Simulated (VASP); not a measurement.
# K2TiF6: single point with LDA

K2TiF6:

```
K Ti F
1.0
     5.43985    0.00000    0.00000
    -2.71993    4.71105    0.00000
     0.00000    0.00000    4.33748
K Ti F
2 1 6
Direct
  0.33333 0.66667 0.71158
  0.66667 0.33333 0.28842
  0.00000 0.00000 0.00000
  0.16333 0.83667 0.23590
  0.16333 0.32666 0.23590
  0.67334 0.83667 0.23590
  0.83667 0.16333 0.76410
  0.32666 0.16333 0.76410
  0.83667 0.67334 0.76410
```

This cell differs from its parent crystal: volume scaled by 0.94, then relaxed in part.

```json
{"Program": "VASP 6.6.1", "Task": "single point", "Functional": "LDA", "Potentials or basis": "VASP PAW LDA potentials, release 64 (K_sv, Ti_sv, F)", "Cutoff": "520 eV", "k mesh": "6 × 6 × 6", "Occupations": "gaussian, width 0.02 eV", "Spin": "no spin polarisation"}
```

```yaml
Pressure: 4.1 GPa
Largest_force: 0.153 eV/Å
Band_gap_on_the_k_mesh: 5.02 eV, direct
```

Forces on the atoms (eV/Å):
```
K    0.000  0.000 -0.002
K    0.000  0.000  0.002
Ti   0.000  0.000  0.000
F    0.108 -0.062  0.089
F    0.000  0.124  0.089
F   -0.108 -0.062  0.089
F   -0.108  0.062 -0.089
F    0.108  0.062 -0.089
F    0.000 -0.124 -0.089
```

Stress tensor (GPa, compression positive):
```
4.16 0.00 0.00
0.00 4.16 0.00
0.00 0.00 3.92
```

Levels at points of the mesh, in eV from the valence-band top:
```csv
k point,band 34,band 35,band 36,band 37,band 38,band 39
"(0.00, 0.00, 0.00)",-0.19,-0.12,0.00,5.02,5.08,5.08
"(0.50, 0.00, 0.00)",-0.40,-0.15,-0.14,5.06,5.18,5.28
"(0.00, 0.00, 0.50)",-0.29,-0.09,-0.09,5.08,5.08,5.11
"(0.50, 0.00, 0.50)",-0.44,-0.22,-0.09,5.05,5.20,5.27
```

Run time: 3.6 min on 1 thread of Intel Xeon 6975P-C, with other jobs on the host, peak memory 0.27 GiB.

 A k mesh can miss the band edges.
